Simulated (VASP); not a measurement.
# SiC: single point with PBEsol

Crystal: SiC.

```xyz
2
Lattice="0.0000 2.0182 2.0182 2.0182 0.0000 2.0182 2.0182 2.0182 0.0000" Properties=species:S:1:pos:R:3 pbc="T T T"
Si    0.0000    0.0000    0.0000
C     2.0182    2.0182    2.0182
```

* Program: VASP 6.6.1
* Task: single point
* Functional: PBEsol
* Potentials or basis: VASP PAW PBE potentials, release 64 (Si, C)
* Cutoff: 520 eV
* k mesh: 20 × 20 × 20
* Occupations: fermi-dirac, width 0.15 eV
* Spin: no spin polarisation

| Property | Result |
| --- | --- |
| Pressure | 0.6 GPa |
| Band gap on the k mesh | zero (bands 4 and 5 overlap by 0.95 eV) |

Levels at points of the mesh, in eV from the Fermi level:
```tsv
k point	band 2	band 3	band 4	band 5	band 6	band 7
(0.00, 0.00, 0.00)	-0.02	-0.02	-0.02	7.65	8.84	8.84
(0.50, 0.00, 0.00)	-11.68	-1.11	-1.11	5.23	5.23	5.90
(0.50, 0.50, 0.00)	-9.97	-4.39	-4.39	-0.90	2.34	14.90
```

It took 43 s on 1 thread of AMD EPYC 7R43 64-Core Processor (Zen 3), on a shared host, peak memory 0.13 GiB.

Caveat: the PAW data sets were made with another functional, which shifts forces and pressure a little.
